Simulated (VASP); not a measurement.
Input of a VASP 6.6.1 run:

The input POSCAR:

```
B6As
1.0
    3.0661280462      1.7702298529      3.9651959276
   -3.0661280462      1.7702298529      3.9651959276
    0.0000000000     -3.5404597057      3.9651959276
B As
12 2
Direct
    0.0151018127      0.0151018127      0.3249404239
    0.0151018127      0.3249404239      0.0151018127
    0.8217379156      0.2727458789      0.8217379156
    0.8217379156      0.8217379156      0.2727458789
    0.2727458789      0.8217379156      0.8217379156
    0.7272541211      0.1782620844      0.1782620844
    0.1782620844      0.7272541211      0.1782620844
    0.1782620844      0.1782620844      0.7272541211
    0.9848981873      0.6750595761      0.9848981873
    0.9848981873      0.9848981873      0.6750595761
    0.6750595761      0.9848981873      0.9848981873
    0.3249404239      0.0151018127      0.0151018127
    0.6003546047      0.6003546047      0.6003546047
    0.3996453953      0.3996453953      0.3996453953
```

File INCAR.step1:

```
PREC     = Accurate       # precision mode
ENCUT    = 520            # plane-wave cutoff, eV
ISMEAR   = 0              # smearing method
SIGMA    = 0.02           # smearing width, eV
LREAL    = False          # projectors in reciprocal space
LASPH    = True           # aspherical terms in the spheres
NELM     = 100            # most SCF steps
NBANDS   = 36             # bands
GGA      = PE             # functional
ALGO     = Normal         # electronic algorithm
EDIFF    = 1E-4           # SCF threshold, eV
LWAVE    = True           # write WAVECAR
LCHARG   = False          # write CHGCAR
```

The input INCAR.step2:

```
PREC     = Accurate       # precision mode
ENCUT    = 520            # plane-wave cutoff, eV
EDIFF    = 1E-6           # SCF threshold, eV
ISMEAR   = 0              # smearing method
SIGMA    = 0.02           # smearing width, eV
LREAL    = False          # projectors in reciprocal space
LASPH    = True           # aspherical terms in the spheres
NELM     = 100            # most SCF steps
ALGO     = Normal         # electronic algorithm
ISIF     = 2              # what is computed and relaxed
LWAVE    = False          # write WAVECAR
LCHARG   = True           # write CHGCAR
METAGGA  = R2SCAN         # meta-GGA
LMIXTAU  = True         
LELF     = True           # ELF
LVHAR    = True         
NBANDS   = 36             # bands
ISTART   = 1
```

Contents of KPOINTS:

```
Automatic mesh
0
Gamma
  6 6 6
```

Potentials or basis: VASP PAW PBE potentials, release 64 (B, As).

Launch:

```console
$ cat potpaw_PBE.64/B/POTCAR potpaw_PBE.64/As/POTCAR > POTCAR
$ cp INCAR.step1 INCAR
$ mpirun -np 1 vasp_std > vasp.out
$ cp INCAR.step2 INCAR
$ mpirun -np 1 vasp_std > vasp.out
```

Problem. What does it give for the pressure?

Solution. 0.3 GPa.

Problem. Predict the largest force.

Solution. 0.016 eV/Å.

Forces on the atoms (eV/Å):
```
B    0.000 -0.003  0.010
B   -0.003  0.002  0.010
B    0.004 -0.002  0.001
B    0.000  0.005  0.001
B   -0.004 -0.002  0.001
B    0.004  0.002 -0.001
B   -0.004  0.002 -0.001
B    0.000 -0.005 -0.001
B    0.003 -0.002 -0.010
B    0.000  0.003 -0.010
B   -0.003 -0.002 -0.010
B    0.003  0.002  0.010
As   0.000  0.000  0.016
As   0.000  0.000 -0.016
```

Caveat: the PAW data sets were made with another functional, which shifts forces and pressure a little.
